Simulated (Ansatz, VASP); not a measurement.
## Two plane-wave programs on NaH

The input POSCAR:

```
NaH
1.0
    0.0000000000      2.3975116422      2.3975116422
    2.3975116422      0.0000000000      2.3975116422
    2.3975116422      2.3975116422      0.0000000000
Na H
1 1
Direct
    0.0000000000      0.0000000000      0.0000000000
    0.5000000000      0.5000000000      0.5000000000
```

INCAR.step1

```
PREC = Accurate
ENCUT = 520
EDIFF = 1E-5
ISMEAR = 0
SIGMA = 0.01
LREAL = F
LASPH = T
NELM = 60
ALGO = Normal
ISIF = 2
LWAVE = T
LCHARG = F
GGA = PE
NBANDS = 11
```

The input INCAR.step2:

```
PREC = Accurate
ENCUT = 520
EDIFF = 1E-6
ISMEAR = 0
SIGMA = 0.01
LREAL = F
LASPH = T
NELM = 60
ALGO = Normal
ISIF = 2
LWAVE = F
LCHARG = F
GGA = PE
LHFCALC = T
AEXX = 0.75
HFSCREEN = 0.3
PRECFOCK = Normal
ISTART = 1
NBANDS = 11
```

File KPOINTS:

```
Automatic mesh
0
Gamma
  4 4 4
```

Input for Ansatz:

```yaml
crystal:
  lattice:
    - [0.0, 2.3975116422, 2.3975116422]
    - [2.3975116422, 0.0, 2.3975116422]
    - [2.3975116422, 2.3975116422, 0.0]
  atoms:
    - { symbol: Na, position: [0.0, 0.0, 0.0] }
    - { symbol: H, position: [0.5, 0.5, 0.5] }
kpoints:
  mp_grid: { grid: [4, 4, 4] }
hamiltonian:
  xc: { exchange: pbe, correlation: pbe, exx: { coeff: 0.75, omega: 0.3 } }
scf:
  occupations: { method: fixed }
  n_extra_bands: 4
output:
  forces: true
  stress: true
  eigenvalues: true
```

Alike in both runs: task single point; functional PBE-based screened hybrid; k mesh 4 × 4 × 4; no spin polarisation.

```csv
,VASP,Ansatz
version,VASP 6.6.1,Ansatz 0.2.0
potentials or method,"VASP PAW PBE potentials, release 64 (Na_pv, H)",plane waves
plane-wave cutoff (eV),520,420
occupations,"gaussian, width 0.01 eV",fixed
valence electrons in the cell,8,10
```

Ansatz gave:

| Item | Value |
| --- | --- |
| gap on the k mesh at the Fermi level (eV) | 6.39 |
| pressure (GPa) | -0.6 |

Estimate VASP's values.

gap on the k mesh at the Fermi level (eV): 6.37; pressure (GPa): -0.5.

VASP's potentials were made for PBE, not for PBE-based screened hybrid. VASP's potentials hold 8 valence electrons a cell and Ansatz's 10, so a difference there can come from the potentials and not from the codes. Ansatz's warnings: stress exchange threshold loose, stress scf threshold loose.

The k mesh is coarse, so the values compare programs but aren't converged.
